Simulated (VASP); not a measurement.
# Nb (Pm-3m) in VASP: settings compared, part 2 of 2

VASP 6.6.1.

## Step 3: Single point, HSE06

This run uses another cell than the first one, of 20.93 Å³/atom.

File POSCAR:

```
Nb
1.0
    2.7559413875      0.0000000000      0.0000000000
    0.0000000000      2.7559413875      0.0000000000
    0.0000000000      0.0000000000      2.7559413875
Nb
1
Direct
    0.5000000000      0.5000000000      0.5000000000
```

File INCAR.step1:

```
SYSTEM = Nb
PREC = Accurate
ENCUT = 520
EDIFF = 1E-5
ISMEAR = -1
SIGMA = 0.05
LREAL = .FALSE.
LASPH = .TRUE.
NELM = 80
ALGO = Normal
ISIF = 2
LWAVE = .TRUE.
LCHARG = .FALSE.
GGA = PE
NBANDS = 12
```

File INCAR.step2:

```
SYSTEM = Nb
PREC = Accurate
ENCUT = 520
EDIFF = 1E-6
ISMEAR = -1
SIGMA = 0.05
LREAL = .FALSE.
LASPH = .TRUE.
NELM = 80
ALGO = Normal
ISIF = 2
LWAVE = .FALSE.
LCHARG = .FALSE.
GGA = PE
LHFCALC = .TRUE.
HFSCREEN = 0.2079
PRECFOCK = Normal
ISTART = 1
NBANDS = 12
```

File KPOINTS:

```
regular mesh
0
G
  5 5 5
  0 0 0
```

Potentials or basis: VASP PAW PBE potentials, release 64 (Nb_sv).

On the command line:

```
cat potpaw_PBE.64/Nb_sv/POTCAR > POTCAR
cp INCAR.step1 INCAR
mpirun -np 1 vasp_std > vasp.out
cp INCAR.step2 INCAR
mpirun -np 1 vasp_std > vasp.out
```

OUTCAR:

```text
SYSTEM = Nb
   PREC = Accurate
   ENCUT = 520
   EDIFF = 1E-6
   ISMEAR = -1
   LREAL = .FALSE.
   LASPH = .TRUE.
   NELM = 80
   ISIF = 2
   GGA = PE
   LHFCALC = .TRUE.
   HFSCREEN = 0.2079
   PRECFOCK = Normal
   ISTART = 1

 ion  position               nearest neighbor table
   1  0.500  0.500  0.500-

  LATTYP: Found a simple cubic cell.
 ALAT       =     2.7559413875

  Lattice vectors:

 A1 = (   2.7559413875,   0.0000000000,   0.0000000000)
 A2 = (   0.0000000000,   2.7559413875,   0.0000000000)
 A3 = (   0.0000000000,   0.0000000000,   2.7559413875)

Analysis of symmetry for initial positions (statically):
=====================================================================
 Subroutine PRICEL returns:
 Original cell was already a primitive cell.

 Routine SETGRP: Setting up the symmetry group for a
 simple cubic supercell.

 Subroutine GETGRP returns: Found 48 space group operations
 (whereof 48 operations were pure point group operations)
 out of a pool of 48 trial point group operations.

The static configuration has the point symmetry O_h .

Analysis of symmetry for dynamics (positions and initial velocities):
=====================================================================
 Subroutine PRICEL returns:
 Original cell was already a primitive cell.

 Routine SETGRP: Setting up the symmetry group for a
 simple cubic supercell.

 Subroutine GETGRP returns: Found 48 space group operations
 (whereof 48 operations were pure point group operations)
 out of a pool of 48 trial point group operations.

The dynamic configuration has the point symmetry O_h .

 Subroutine INISYM returns: Found 48 space group operations
 (whereof 48 operations are pure point group operations),
 and found     1 'primitive' translations

----------------------------------------------------------------------------------------

                                     Primitive cell

  volume of cell :      20.9320

  direct lattice vectors                    reciprocal lattice vectors
     2.755941388  0.000000000  0.000000000     0.362852419  0.000000000  0.000000000
     0.000000000  2.755941388  0.000000000     0.000000000  0.362852419  0.000000000
     0.000000000  0.000000000  2.755941388     0.000000000  0.000000000  0.362852419

  length of vectors
     2.755941388  2.755941388  2.755941388     0.362852419  0.362852419  0.362852419

  position of ions in fractional coordinates (direct lattice)
     0.500000000  0.500000000  0.500000000

  ion indices of the primitive-cell ions
   primitive index   ion index
                 1           1

----------------------------------------------------------------------------------------

 KPOINTS: regular mesh

Automatic generation of k-mesh.
 Grid dimensions read from file:
 generate k-points for:    5    5    5

 Generating k-lattice:

  Cartesian coordinates                     Fractional coordinates (reciprocal lattice)
     0.072570484  0.000000000  0.000000000     0.200000000  0.000000000  0.000000000
     0.000000000  0.072570484  0.000000000     0.000000000  0.200000000  0.000000000
     0.000000000  0.000000000  0.072570484     0.000000000  0.000000000  0.200000000

  Length of vectors
     0.072570484  0.072570484  0.072570484
[... 25 lines left out ...]
   dimension x,y,z NGXF=    40 NGYF=   40 NGZF=   40
   ions per type =               1
   NGX,Y,Z   is equivalent  to a cutoff of  12.06, 12.06, 12.06 a.u.
   NGXF,Y,Z  is equivalent  to a cutoff of  24.13, 24.13, 24.13 a.u.
 SYSTEM =  Nb
   PREC   = accura    normal or accurate (medium, high low for compatibility)
   ISTART =      1    job   : 0-new  1-cont  2-samecut
   ICHARG =      0    charge: 1-file 2-atom 10-const
   ISPIN  =      1    spin polarized calculation?
   LNONCOLLINEAR =      F non collinear calculations
   LSORBIT =      F    spin-orbit coupling
   LASPH  =      T    aspherical Exc in radial PAW
   ENCUT  =  520.0 eV  38.22 Ry    6.18 a.u.   5.12  5.12  5.12*2*pi/ulx,y,z
   NELM   =     80;   NELMIN=  2; NELMDL=  0     # of ELM steps
   EDIFF  = 0.1E-05   stopping-criterion for ELM
   LREAL  =      F    real-space projection
   EDIFFG = 0.1E-04   stopping-criterion for IOM
   NSW    =      0    number of steps for IOM
   IBRION =     -1    ionic relax: 0-MD 1-quasi-New 2-CG
   NFREE  =      0    steps in history (QN), initial steepest desc. (CG)
   ISIF   =      2    stress and relaxation
   ISYM   =      3    0-nonsym 1-usesym 2-fastsym
   POTIM  = 0.5000    time-step for ionic-motion
   TEBEG  =    0.0;   TEEND  =   0.0 temperature during run
   PSTRESS=    0.0 pullay stress
   NELECT =      13.0000    total number of electrons
   NUPDOWN=      -1.0000    fix difference up-down
   EMIN   =  10.00;   EMAX   =-10.00  energy-range for DOS
   EFERMI =   0.00;   METHOD = LEGACY
   ISMEAR =    -1;   SIGMA  =   0.05  broadening in eV -4-tet -1-fermi 0-gaus
   EFERMI_NEDOS =   21; number of points for ismear=-14 and -15
   IALGO  =     38    algorithm
   IMIX   =      1    mixing-type and parameters
     AMIX     =   0.40;   BMIX     =  1.00
     AMIX_MAG =   1.60;   BMIX_MAG =  1.00
  volume/ion in A,a.u.               =      20.93       141.26
  Fermi-wavevector in a.u.,A,eV,Ry     =   1.396752  2.639479 26.543826  1.950916
  Thomas-Fermi vector in A             =   2.520075
   LORBIT       =      0    0 simple, 1 ext, 2 COOP (PROOUT), +10 PAW based schemes
   GGA     = PE    functional components
   LHFCALC =     T    Hartree Fock is set to
   PRECFOCK=normal    Normal, Fast or Accurate (Low or Medium for compatibility)
   ENCUT4O =  -1.0   cutoff for four orbital integrals eV
   NKREDX  =     1    reduce k-point grid by
   NKREDY  =     1    reduce k-point grid by
   NKREDZ  =     1    reduce k-point grid by
   AEXX    =    0.2500 exact exchange contribution
   HFSCREEN=    0.2079 screening length (either q_TF or 0.3 A-1)
   HFSCREENC=   0.2079 screening length for correlation (either q_TF or 0.3 A-1)
   ENCUTFOCK=  -1.0 apply spherical cutoff to Coloumb kernel
   IVDW    =     0    specifies the selected vdW correction
   LEPSILON=     F    determine dielectric tensor
   LRPA    =     F    only Hartree local field effects (RPA)
 non-spin polarized calculation
  energy-cutoff  :      520.00
  volume of cell :       20.93
 maximum number of plane-waves:       587
  NGX = 16; NGY = 16; NGZ = 16

 number of electron      12.9999999 magnetization

 Free energy of the ion-electron system (eV)
  ---------------------------------------------------
  ext. energy  EPLUGINS =         0.00000000
  ---------------------------------------------------
  free energy    TOTEN  =       -10.45759151 eV

  energy without entropy =      -10.43829023  energy(sigma->0) =      -10.44794087

 E-fermi :   9.1204     XC(G=0):  -9.5442

 val. band max:        8.9975651695   @ k =   0.4000   0.2000   0.2000
 cond. band min:       9.1758860321   @ k =   0.4000   0.4000   0.2000
 fundamental gap:      0.1783208625
 Fermi energy:         9.1204480036

 k-point     1 :       0.0000    0.0000    0.0000
  band No.  band energies     occupation
      1     -49.2460      2.00000
      2     -23.1193      2.00000
      3     -23.1193      2.00000
      4     -23.1193      2.00000
      5       2.7727      2.00000
      6       5.8586      2.00000
      7       5.8586      2.00000
      8      15.2327      0.00000
      9      15.2327      0.00000
     10      15.2327      0.00000
     11      24.4000      0.00000
     12      24.4000      0.00000
[... 121 lines left out ...]
 k-point    10 :       0.4000    0.4000    0.4000
  band No.  band energies     occupation
      1     -48.7782      2.00000
      2     -24.0920      2.00000
      3     -24.0697      2.00000
      4     -24.0697      2.00000
      5       6.7895      2.00000
      6       7.5460      2.00000
      7       7.5460      2.00000
      8      14.9086      0.00000
      9      14.9086      0.00000
     10      18.4337      0.00000
     11      19.0556      0.00000
     12      23.7585      0.00000

------------------------ aborting loop because EDIFF is reached ----------------------------------------

  FORCE on cell =-STRESS in cart. coord.  units (eV):
  Direction    XX          YY          ZZ          XY          YZ          ZX
  --------------------------------------------------------------------------------------
  -------------------------------------------------------------------------------------
  Total       -0.0402913     -0.0402913     -0.0402913      0.0000000     -0.0000000     -0.0000000
  in kB       -3.0839796     -3.0839796     -3.0839796      0.0000000     -0.0000000     -0.0000000
  external PRESSURE =      -3.0839796 kB  Pullay stress =       0.0000000 kB

 VOLUME and BASIS-vectors are now :
 -----------------------------------------------------------------------------
  energy-cutoff  :      520.00
  volume of cell :       20.93
      direct lattice vectors                 reciprocal lattice vectors
     2.755941388  0.000000000  0.000000000     0.362852419  0.000000000  0.000000000
     0.000000000  2.755941388  0.000000000     0.000000000  0.362852419  0.000000000
     0.000000000  0.000000000  2.755941388     0.000000000  0.000000000  0.362852419

 POSITION                                       TOTAL-FORCE (eV/Angst)
 -----------------------------------------------------------------------------------
      1.37797      1.37797      1.37797         0.000000      0.000000      0.000000
 -----------------------------------------------------------------------------------
    total drift:                               -0.000000      0.000000     -0.000000

  FREE ENERGIE OF THE ION-ELECTRON SYSTEM (eV)
  ---------------------------------------------------
  free  energy   TOTEN  =       -10.4575915090 eV

  energy  without entropy=      -10.4382902311  energy(sigma->0) =      -10.44794087
```

It took 2 min on 1 thread of Intel Xeon Platinum 8488C (Sapphire Rapids), shared host; peak memory 0.23 GiB.

What came out:

| Quantity | Value |
| --- | --- |
| Free energy | -10.4576 eV |
| Pressure | -0.3 GPa |
| Band gap on the k mesh | zero (an odd number of electrons rules out a gap without spin polarisation) |

Levels at points of the mesh, in eV from the Fermi level:
| k point | band 4 | band 5 | band 6 | band 7 | band 8 | band 9 | band 10 | band 11 |
| --- | --- | --- | --- | --- | --- | --- | --- | --- |
| (0.00, 0.00, 0.00) | -32.24 | -6.35 | -3.26 | -3.26 | 6.11 | 6.11 | 6.11 | 15.28 |

Caveat: the k points lie up to 0.46 Å⁻¹ apart, too coarse for converged energies and pressures of a metal; the PAW data sets were made with another functional, which shifts forces and pressure a little.

The gap in the log of VASP goes by the Fermi energy; the results here count the filled bands.